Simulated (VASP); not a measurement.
# BP (F-43m) in VASP: further runs

BP is run at these levels: PBE; tasks: single point.

All numbers are computed with VASP 6.6.1; they aren't measurements. Logs are shortened: lines on timing, memory, paths and dates and some standing lists are left out, and cuts for length are marked.

**1. The cell of the first run**

Symmetry: F-43m, No. 216, cubic system. Conventional cell: a = 4.408 Å, b = 4.408 Å, c = 4.408 Å, α = 90.00°, β = 90.00°, γ = 90.00°. Within 2.5 Å of B (site symmetry -43m) lie 4 P at 1.91 Å. Within 2.5 Å of P (site symmetry -43m) lie 4 B at 1.91 Å.

**2. Single point, PBE (volume scaled by 0.91)**

The input, INCAR:

```
SYSTEM = BP
PREC = Accurate
ENCUT = 520
EDIFF = 1E-6
ISMEAR = 0
SIGMA = 0.02
LREAL = .False.
LASPH = .True.
NELM = 100
ALGO = Normal
ISIF = 2
LWAVE = .False.
LCHARG = .True.
GGA = PE
LELF = .True.
LVHAR = .True.
NBANDS = 11
```

The input, KPOINTS:

```
Automatic mesh
0
Gamma
  10 10 10
  0 0 0
```

The input, POSCAR:

```
BP
1.0
    0.0000000000      2.2037717994      2.2037717994
    2.2037717994      0.0000000000      2.2037717994
    2.2037717994      2.2037717994      0.0000000000
B P
1 1
Direct
    0.0000000000      0.0000000000      0.0000000000
    0.2500000000      0.2500000000      0.2500000000
```

Potentials or basis: VASP PAW PBE potentials, release 64 (B, P).

Command:

```bash
> cat potpaw_PBE.64/B/POTCAR potpaw_PBE.64/P/POTCAR > POTCAR
> mpirun -np 1 vasp_std > vasp.out
```

OUTCAR:

```text
SYSTEM = BP
   PREC = Accurate
   ENCUT = 520
   EDIFF = 1E-6
   ISMEAR = 0
   LREAL = .False.
   LASPH = .True.
   NELM = 100
   ISIF = 2
   GGA = PE

 ion  position               nearest neighbor table
   1  0.000  0.000  0.000-   2 1.91   2 1.91   2 1.91   2 1.91
   2  0.250  0.250  0.250-   1 1.91   1 1.91   1 1.91   1 1.91

  LATTYP: Found a face centered cubic cell.
 ALAT       =     4.4075435988

  Lattice vectors:

 A1 = (   0.0000000000,   2.2037717994,   2.2037717994)
 A2 = (   2.2037717994,   0.0000000000,   2.2037717994)
 A3 = (   2.2037717994,   2.2037717994,   0.0000000000)

Analysis of symmetry for initial positions (statically):
=====================================================================
 Subroutine PRICEL returns:
 Original cell was already a primitive cell.

 Routine SETGRP: Setting up the symmetry group for a
 face centered cubic supercell.

 Subroutine GETGRP returns: Found 24 space group operations
 (whereof 24 operations were pure point group operations)
 out of a pool of 48 trial point group operations.

The static configuration has the point symmetry T_d .

Analysis of symmetry for dynamics (positions and initial velocities):
=====================================================================
 Subroutine PRICEL returns:
 Original cell was already a primitive cell.

 Routine SETGRP: Setting up the symmetry group for a
 face centered cubic supercell.

 Subroutine GETGRP returns: Found 24 space group operations
 (whereof 24 operations were pure point group operations)
 out of a pool of 48 trial point group operations.

The dynamic configuration has the point symmetry T_d .

 Subroutine INISYM returns: Found 24 space group operations
 (whereof 24 operations are pure point group operations),
 and found     1 'primitive' translations

----------------------------------------------------------------------------------------

                                     Primitive cell

  volume of cell :      21.4057

  direct lattice vectors                    reciprocal lattice vectors
     0.000000000  2.203771799  2.203771799    -0.226883745  0.226883745  0.226883745
     2.203771799  0.000000000  2.203771799     0.226883745 -0.226883745  0.226883745
     2.203771799  2.203771799  0.000000000     0.226883745  0.226883745 -0.226883745

  length of vectors
     3.116603967  3.116603967  3.116603967     0.392974175  0.392974175  0.392974175

  position of ions in fractional coordinates (direct lattice)
     0.000000000  0.000000000  0.000000000
     0.250000000  0.250000000  0.250000000

  ion indices of the primitive-cell ions
[... 79 lines left out ...]
   IBRION =     -1    ionic relax: 0-MD 1-quasi-New 2-CG
   NFREE  =      0    steps in history (QN), initial steepest desc. (CG)
   ISIF   =      2    stress and relaxation
   ISYM   =      2    0-nonsym 1-usesym 2-fastsym
   POTIM  = 0.5000    time-step for ionic-motion
   TEBEG  =    0.0;   TEEND  =   0.0 temperature during run
   PSTRESS=    0.0 pullay stress
   NELECT =       8.0000    total number of electrons
   NUPDOWN=      -1.0000    fix difference up-down
   EMIN   =  10.00;   EMAX   =-10.00  energy-range for DOS
   EFERMI =   0.00;   METHOD = LEGACY
   ISMEAR =     0;   SIGMA  =   0.02  broadening in eV -4-tet -1-fermi 0-gaus
   EFERMI_NEDOS =   21; number of points for ismear=-14 and -15
   IALGO  =     38    algorithm
   IMIX   =      4    mixing-type and parameters
     AMIX     =   0.40;   BMIX     =  1.00
     AMIX_MAG =   1.60;   BMIX_MAG =  1.00
  volume/ion in A,a.u.               =      10.70        72.23
  Fermi-wavevector in a.u.,A,eV,Ry     =   1.179220  2.228403 18.919718  1.390560
  Thomas-Fermi vector in A             =   2.315535
   LORBIT       =      0    0 simple, 1 ext, 2 COOP (PROOUT), +10 PAW based schemes
   GGA     = PE    functional components
   LHFCALC =     F    Hartree Fock is set to
   AEXX    =    0.0000 exact exchange contribution
   IVDW    =     0    specifies the selected vdW correction
   LEPSILON=     F    determine dielectric tensor
   LRPA    =     F    only Hartree local field effects (RPA)
 non-spin polarized calculation
 Gauss-broadening in eV      SIGMA  =   0.02
  energy-cutoff  :      520.00
  volume of cell :       21.41
 maximum number of plane-waves:       589
   NGX = 11   NGY = 11   NGZ = 11

 number of electron       8.0000000 magnetization

 Free energy of the ion-electron system (eV)
  ---------------------------------------------------
  ext. energy  EPLUGINS =         0.00000000
  ---------------------------------------------------
  free energy    TOTEN  =       -12.82139108 eV

  energy without entropy =      -12.82139108  energy(sigma->0) =      -12.82139108

 E-fermi :   8.6450     XC(G=0): -11.2876

 val. band max:        8.4985520067   @ k =   0.0000   0.0000   0.0000
 cond. band min:       9.6150300101   @ k =   0.4000   0.4000   0.0000
 fundamental gap:      1.1164780034
 Fermi energy:         8.6450017982

 k-point     1 :       0.0000    0.0000    0.0000
  band No.  band energies     occupation
      1      -7.7631      2.00000
      2       8.4986      2.00000
      3       8.4986      2.00000
      4       8.4986      2.00000
      5      12.0451      0.00000
      6      12.0451      0.00000
      7      12.0451      0.00000
      8      17.2390      0.00000
      9      20.6405      0.00000
     10      20.8877      0.00000
     11      20.8877      0.00000
[... 309 lines left out ...]
 k-point    24 :       0.4000    0.3000    0.0000
  band No.  band energies     occupation
      1      -4.5891      2.00000
      2       2.1490      2.00000
      3       4.1201      2.00000
      4       4.7074      2.00000
      5      10.2400      0.00000
      6      12.0907      0.00000
      7      18.5528      0.00000
      8      18.6427      0.00000
      9      23.5541      0.00000
     10      24.2802      0.00000
     11      26.8815      0.00000

 [... further k-points ...]
[... 5 lines left out ...]
  --------------------------------------------------------------------------------------
  -------------------------------------------------------------------------------------
  Total        2.3966494      2.3966494      2.3966494      0.0000000      0.0000000      0.0000000
  in kB      179.3846299    179.3846299    179.3846299      0.0000000      0.0000000      0.0000000
  external PRESSURE =     179.3846299 kB  Pullay stress =       0.0000000 kB

 VOLUME and BASIS-vectors are now :
 -----------------------------------------------------------------------------
  energy-cutoff  :      520.00
  volume of cell :       21.41
      direct lattice vectors                 reciprocal lattice vectors
     0.000000000  2.203771799  2.203771799    -0.226883745  0.226883745  0.226883745
     2.203771799  0.000000000  2.203771799     0.226883745 -0.226883745  0.226883745
     2.203771799  2.203771799  0.000000000     0.226883745  0.226883745 -0.226883745

 POSITION                                       TOTAL-FORCE (eV/Angst)
 -----------------------------------------------------------------------------------
      0.00000      0.00000      0.00000        -0.000000     -0.000000     -0.000000
      1.10189      1.10189      1.10189         0.000000      0.000000      0.000000
 -----------------------------------------------------------------------------------
    total drift:                                0.000000      0.000000      0.000000

  FREE ENERGIE OF THE ION-ELECTRON SYSTEM (eV)
  ---------------------------------------------------
  free  energy   TOTEN  =       -12.8213910835 eV

  energy  without entropy=      -12.8213910835  energy(sigma->0) =      -12.82139108
```

OSZICAR:

```text
N       E                     dE             d eps       ncg     rms          rms(c)
DAV:   1     0.928131013368E+01    0.92813E+01   -0.41154E+03  1042   0.667E+02
DAV:   2    -0.132161833024E+02   -0.22497E+02   -0.21581E+02  1330   0.114E+02
DAV:   3    -0.137277465300E+02   -0.51156E+00   -0.50960E+00  1285   0.152E+01
DAV:   4    -0.137298327435E+02   -0.20862E-02   -0.20860E-02  1181   0.110E+00
DAV:   5    -0.137298420809E+02   -0.93374E-05   -0.93374E-05  1270   0.717E-02    0.818E+00
DAV:   6    -0.129501906806E+02    0.77965E+00   -0.16396E+00  1166   0.584E+00    0.439E+00
DAV:   7    -0.128295241398E+02    0.12067E+00   -0.32989E-01  1292   0.287E+00    0.144E+00
DAV:   8    -0.128208825620E+02    0.86416E-02   -0.29868E-02  1219   0.102E+00    0.220E-01
DAV:   9    -0.128211953195E+02   -0.31276E-03   -0.69375E-04  1222   0.186E-01    0.151E-01
DAV:  10    -0.128213796791E+02   -0.18436E-03   -0.22669E-04  1164   0.958E-02    0.301E-02
DAV:  11    -0.128213902942E+02   -0.10615E-04   -0.11815E-05  1313   0.228E-02    0.400E-02
DAV:  12    -0.128213910835E+02   -0.78937E-06   -0.44240E-06  1139   0.104E-02
   1 F= -.12821391E+02 E0= -.12821391E+02  d E =-.175052E-27
```

stdout:

```text
POSCAR found type information on POSCAR B P
 POSCAR found :  2 types and       2 ions
 scaLAPACK will be used
 LDA part: xc-table for (Slater+PW92), standard interpolation
 POSCAR, INCAR and KPOINTS ok, starting setup
 FFT: planning ... GRIDC
 FFT: planning ... GRID_SOFT
 FFT: planning ... GRID
 WAVECAR not read
 entering main loop
```

Wall time 6.9 s (1 thread of Intel Xeon Platinum 8375C at 2.90GHz (Ice Lake), shared host); peak memory 0.13 GiB.

Results:

| Item | Value |
| --- | --- |
| Free energy | -12.8214 eV |
| Pressure | 17.9 GPa |
| Band gap on the k mesh | 1.12 eV, indirect (least direct gap 3.55 eV) |

Caveat: the cell differs from its parent crystal (volume scaled by 0.91). A k mesh can miss the band edges.

**3. Single point, PBE**

This run uses another cell than the first one, of 11.76 Å³/atom, 1.099 times its volume.

The input, INCAR:

```
SYSTEM = BP
ALGO = Normal
EDIFF = 1E-6
ENCUT = 520
GGA = PE
ISIF = 2
ISMEAR = 0
LASPH = .True.
LCHARG = .False.
LREAL = .False.
LWAVE = .False.
NBANDS = 11
NELM = 80
PREC = Accurate
SIGMA = 0.02
```

The input, KPOINTS:

```
k-points
0
Gamma
  10 10 10
  0 0 0
```

The input, POSCAR:

```
BP
1.0
    0.0000000000      2.2741520094      2.2741520094
    2.2741520094      0.0000000000      2.2741520094
    2.2741520094      2.2741520094      0.0000000000
B P
1 1
Direct
    0.0000000000      0.0000000000      0.0000000000
    0.2500000000      0.2500000000      0.2500000000
```

Potentials or basis: VASP PAW PBE potentials, release 64 (B, P).

Command:

```bash
> cat potpaw_PBE.64/B/POTCAR potpaw_PBE.64/P/POTCAR > POTCAR
> mpirun -np 1 vasp_std > vasp.out
```

Wall time 6.6 s (1 thread of Intel Xeon Platinum 8375C at 2.90GHz (Ice Lake), shared host); peak memory 0.13 GiB.

It converged, with:

| Item | Value |
| --- | --- |
| Free energy | -12.9309 eV |
| Pressure | -0.2 GPa |
| Band gap on the k mesh | 1.25 eV, indirect (least direct gap 3.39 eV) |

Levels at points of the mesh, in eV from the valence-band top:
```
           k point  band 1  band 2  band 3  band 4  band 5  band 6  band 7  band 8  band 9
(0.00, 0.00, 0.00)  -15.40    0.00    0.00    0.00    3.39    3.39    3.39    7.27   11.47
(0.50, 0.00, 0.00)  -12.10   -8.98   -1.75   -1.75    3.74    4.71    4.71   10.10   14.58
(0.50, 0.50, 0.00)  -10.58   -8.55   -4.09   -4.09    1.35    1.67   12.06   12.06   15.15
```

A k mesh can miss the band edges. PBE gaps usually lie below the measured ones, often by a third to a half.

**4. Single point, PBE (volume scaled by 0.97)**

The input, INCAR:

```
SYSTEM = BP
  PREC = Accurate
  ENCUT = 520
  EDIFF = 1E-7
  ISMEAR = 0
  SIGMA = 0.02
  LREAL = .FALSE.
  LASPH = .TRUE.
  NELM = 60
  ALGO = Normal
  ISIF = 2
  LWAVE = .FALSE.
  LCHARG = .FALSE.
  GGA = PE
  NBANDS = 11
```

The input, KPOINTS:

```
Automatic mesh
0
G
  10 10 10
  0 0 0
```

The input, POSCAR:

```
BP
1.0
    0.0000000000      2.2511792064      2.2511792064
    2.2511792064      0.0000000000      2.2511792064
    2.2511792064      2.2511792064      0.0000000000
B P
1 1
Direct
    0.0000000000      0.0000000000      0.0000000000
    0.2500000000      0.2500000000      0.2500000000
```

Command:

```bash
> cat potpaw_PBE.64/B/POTCAR potpaw_PBE.64/P/POTCAR > POTCAR
> mpirun -np 1 vasp_std > vasp.out
```

Run time: 7.2 s. Hardware: 1 thread of Intel Xeon Platinum 8375C at 2.90GHz (Ice Lake), shared host; peak memory 0.13 GiB.

Results (log left out):

- Free energy: -12.9203 eV
- Pressure: 5.0 GPa
- Band gap on the k mesh: 1.21 eV, indirect (least direct gap 3.44 eV)

Levels at points of the mesh, in eV from the valence-band top:
```
           k point  band 1  band 2  band 3  band 4  band 5  band 6  band 7  band 8
(0.00, 0.00, 0.00)  -15.67    0.00    0.00    0.00    3.44    3.44    3.44    7.74
(0.50, 0.00, 0.00)  -12.26   -9.20   -1.79   -1.79    3.92    4.73    4.73   10.21
(0.50, 0.50, 0.00)  -10.69   -8.71   -4.20   -4.20    1.28    1.64   12.35   12.35
```

Caveat: the cell differs from its parent crystal (volume scaled by 0.97). A k mesh can miss the band edges.

**5. Single point, PBE (volume scaled by 1.03)**

The input, INCAR:

```
SYSTEM = BP
ALGO = Normal ; EDIFF = 1E-7
ENCUT = 520 ; GGA = PE
ISIF = 2 ; ISMEAR = 0
LASPH = .True. ; LCHARG = .True.
LELF = .True. ; LREAL = .False.
LVHAR = .True. ; LWAVE = .False.
NBANDS = 11 ; NELM = 100
PREC = Accurate ; SIGMA = 0.02
```

The input, KPOINTS:

```
k-points
0
Gamma
  10 10 10
  0 0 0
```

The input, POSCAR:

```
BP
1.0
    0.0000000000      2.2966698304      2.2966698304
    2.2966698304      0.0000000000      2.2966698304
    2.2966698304      2.2966698304      0.0000000000
B P
1 1
Direct
    0.0000000000      0.0000000000      0.0000000000
    0.2500000000      0.2500000000      0.2500000000
```

Command:

```bash
> cat potpaw_PBE.64/B/POTCAR potpaw_PBE.64/P/POTCAR > POTCAR
> mpirun -np 1 vasp_std > vasp.out
```

It took 7.5 s on 1 thread of Intel Xeon Platinum 8375C at 2.90GHz (Ice Lake), shared host; peak memory 0.13 GiB.

Results (log left out):

```
Free energy            : -12.9201 eV
Pressure               : -4.7 GPa
Band gap on the k mesh : 1.29 eV, indirect (least direct gap 3.35 eV)
```

Levels at points of the mesh, in eV from the valence-band top:
```csv
k point,band 1,band 2,band 3,band 4,band 5,band 6,band 7,band 8,band 9
"(0.00, 0.00, 0.00)",-15.14,0.00,0.00,0.00,3.35,3.35,3.35,6.83,11.27
"(0.50, 0.00, 0.00)",-11.95,-8.78,-1.71,-1.71,3.57,4.69,4.69,10.00,14.39
"(0.50, 0.50, 0.00)",-10.48,-8.40,-3.98,-3.98,1.40,1.69,11.79,11.79,14.80
```

Caveat: the cell differs from its parent crystal (volume scaled by 1.03).

**6. Single point, PBE (volume scaled by 1.06)**

The input, INCAR:

```
PREC = Accurate
ENCUT = 520
EDIFF = 1E-6
ISMEAR = 0
SIGMA = 0.02
LREAL = F
LASPH = T
NELM = 100
ALGO = Normal
ISIF = 2
LWAVE = F
LCHARG = F
GGA = PE
NBANDS = 11
```

The input, KPOINTS:

```
Automatic mesh
0
Gamma
  10 10 10
```

The input, POSCAR:

```
BP
1.0
    0.0000000000      2.3187545489      2.3187545489
    2.3187545489      0.0000000000      2.3187545489
    2.3187545489      2.3187545489      0.0000000000
B P
1 1
Direct
    0.0000000000      0.0000000000      0.0000000000
    0.2500000000      0.2500000000      0.2500000000
```

Potentials or basis: VASP PAW PBE potentials, release 64 (B, P).

Command:

```bash
> cat potpaw_PBE.64/B/POTCAR potpaw_PBE.64/P/POTCAR > POTCAR
> mpirun -np 1 vasp_std > vasp.out
```

OUTCAR:

```text
PREC = Accurate
   ENCUT = 520
   EDIFF = 1E-6
   ISMEAR = 0
   LREAL = F
   LASPH = T
   NELM = 100
   ISIF = 2
   GGA = PE

 ion  position               nearest neighbor table
   1  0.000  0.000  0.000-   2 2.01   2 2.01   2 2.01   2 2.01
   2  0.250  0.250  0.250-   1 2.01   1 2.01   1 2.01   1 2.01

  LATTYP: Found a face centered cubic cell.
 ALAT       =     4.6375090978

  Lattice vectors:

 A1 = (   0.0000000000,   2.3187545489,   2.3187545489)
 A2 = (   2.3187545489,   0.0000000000,   2.3187545489)
 A3 = (   2.3187545489,   2.3187545489,   0.0000000000)
[... 511 lines left out ...]
      6      10.3151      0.00000
      7      15.6914      0.00000
      8      15.7622      0.00000
      9      19.9354      0.00000
     10      21.5825      0.00000
     11      22.8457      0.00000

 [... further k-points ...]
[... 5 lines left out ...]
  --------------------------------------------------------------------------------------
  -------------------------------------------------------------------------------------
  Total       -1.3403949     -1.3403949     -1.3403949      0.0000000      0.0000000      0.0000000
  in kB      -86.1289225    -86.1289225    -86.1289225      0.0000000      0.0000000      0.0000000
  external PRESSURE =     -86.1289225 kB  Pullay stress =       0.0000000 kB

 VOLUME and BASIS-vectors are now :
 -----------------------------------------------------------------------------
  energy-cutoff  :      520.00
  volume of cell :       24.93
      direct lattice vectors                 reciprocal lattice vectors
     0.000000000  2.318754549  2.318754549    -0.215633000  0.215633000  0.215633000
     2.318754549  0.000000000  2.318754549     0.215633000 -0.215633000  0.215633000
     2.318754549  2.318754549  0.000000000     0.215633000  0.215633000 -0.215633000

 POSITION                                       TOTAL-FORCE (eV/Angst)
 -----------------------------------------------------------------------------------
      0.00000      0.00000      0.00000        -0.000000     -0.000000     -0.000000
      1.15938      1.15938      1.15938         0.000000      0.000000      0.000000
 -----------------------------------------------------------------------------------
    total drift:                                0.000000      0.000000      0.000000

  FREE ENERGIE OF THE ION-ELECTRON SYSTEM (eV)
  ---------------------------------------------------
  free  energy   TOTEN  =       -12.8908872651 eV

  energy  without entropy=      -12.8908872651  energy(sigma->0) =      -12.89088727
```

OSZICAR:

```text
N       E                     dE             d eps       ncg     rms          rms(c)
DAV:   1     0.876864603681E+01    0.87686E+01   -0.37686E+03  1034   0.647E+02
DAV:   2    -0.128952079352E+02   -0.21664E+02   -0.20791E+02  1460   0.107E+02
DAV:   3    -0.134656442208E+02   -0.57044E+00   -0.56935E+00  1301   0.152E+01
DAV:   4    -0.134677657259E+02   -0.21215E-02   -0.21213E-02  1147   0.110E+00
DAV:   5    -0.134677782950E+02   -0.12569E-04   -0.12569E-04  1267   0.835E-02    0.655E+00
DAV:   6    -0.129696956929E+02    0.49808E+00   -0.12115E+00  1157   0.457E+00    0.355E+00
DAV:   7    -0.128973747901E+02    0.72321E-01   -0.17581E-01  1274   0.210E+00    0.125E+00
DAV:   8    -0.128903405291E+02    0.70343E-02   -0.24060E-02  1212   0.868E-01    0.169E-01
DAV:   9    -0.128906751800E+02   -0.33465E-03   -0.73004E-04  1213   0.175E-01    0.991E-02
DAV:  10    -0.128908752742E+02   -0.20009E-03   -0.25089E-04  1149   0.989E-02    0.263E-02
DAV:  11    -0.128908862644E+02   -0.10990E-04   -0.11388E-05  1338   0.224E-02    0.280E-02
DAV:  12    -0.128908873820E+02   -0.11176E-05   -0.43866E-06  1151   0.103E-02    0.104E-02
DAV:  13    -0.128908872651E+02    0.11697E-06   -0.10419E-07   565   0.218E-03
   1 F= -.12890887E+02 E0= -.12890887E+02  d E =-.165931E-26
```

stdout:

```text
POSCAR found type information on POSCAR B P
 POSCAR found :  2 types and       2 ions
 scaLAPACK will be used
 LDA part: xc-table for (Slater+PW92), standard interpolation
 POSCAR, INCAR and KPOINTS ok, starting setup
 FFT: planning ... GRIDC
 FFT: planning ... GRID_SOFT
 FFT: planning ... GRID
 WAVECAR not read
 entering main loop
```

It took 8.9 s on 1 thread of Intel Xeon Platinum 8375C at 2.90GHz (Ice Lake), shared host; peak memory 0.13 GiB.

Results:

```
Free energy            : -12.8909 eV
Pressure               : -8.6 GPa
Band gap on the k mesh : 1.33 eV, indirect (least direct gap 3.31 eV)
```

Caveat: the cell differs from its parent crystal (volume scaled by 1.06).

**7. Overview**

```csv
cell,gap on the mesh (eV),pressure (GPa)
"a = 3.117 Å, angles 60.0°, 2 atoms",1.12,17.9
"a = 3.216 Å, angles 60.0°, 2 atoms",1.25,-0.2
"a = 3.184 Å, angles 60.0°, 2 atoms",1.21,5.0
"a = 3.248 Å, angles 60.0°, 2 atoms",1.29,-4.7
"a = 3.279 Å, angles 60.0°, 2 atoms",1.33,-8.6
```

Alike in all rows: task single point; level PBE; potentials or basis VASP PAW PBE potentials, release 64 (B, P); no spin polarisation; k mesh 10 × 10 × 10; cutoff (eV) 520; smearing gaussian 0.02 eV.

Total energies depend on the potentials used, so only differences within one code and one set of settings carry meaning.
